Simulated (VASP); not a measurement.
Write the native input for VASP 6.6.1 that does the following.

```
Task                   : single point
Functional             : PBE
Potentials or basis    : VASP PAW PBE potentials, release 64 (Ge_d, N)
Cutoff                 : 600 eV
k mesh                 : 7 × 7 × 5
Occupations            : gaussian, width 0.2 eV
Spin                   : no spin polarisation
Dipole correction      : no
Further INCAR settings : ALGO = Normal; EDIFF = 1e-06; NBANDS = 16
```

The structure of GeN lies in POSCAR:

```
GeN
1.0
    3.2824520829     -0.0000000030      0.0000000000
   -1.6412260389      2.8426868920      0.0000000000
    0.0000000000      0.0000000000      3.0584139383
Ge N
1 1
Direct
    0.0000000000      0.0000000000      0.0000000000
    0.6666666667      0.3333333333      0.0000000000
```

The cell was built from a structure type or drawn by symmetry, and may not be a known phase.

These files were run (other wordings do the same):

INCAR

```
ALGO = Normal
EDIFF = 1E-6
ENCUT = 600
GGA = PE
GGA_COMPAT = F
ISIF = 2
ISMEAR = 0
LASPH = T
LCHARG = F
LREAL = F
LWAVE = F
NBANDS = 16
NELM = 120
PREC = Accurate
SIGMA = 0.2
```

KPOINTS

```
k-points
0
Gamma
  7 7 5
```

Potentials or basis: VASP PAW PBE potentials, release 64 (Ge_d, N).

The run is started by

```console
$ cat potpaw_PBE.64/Ge_d/POTCAR potpaw_PBE.64/N/POTCAR > POTCAR
$ mpirun -np 1 vasp_std > vasp.out
```

It gave:

```yaml
Pressure: -0.4 GPa
Band_gap_on_the_k_mesh: zero (an odd number of electrons rules out a gap without spin polarisation)
```

Caveat: the k points lie up to 0.41 Å⁻¹ apart, too coarse for converged energies and pressures of a metal.

It took 20 s on 1 thread of Intel Xeon 8259CL (shared host), peak memory 0.15 GiB.
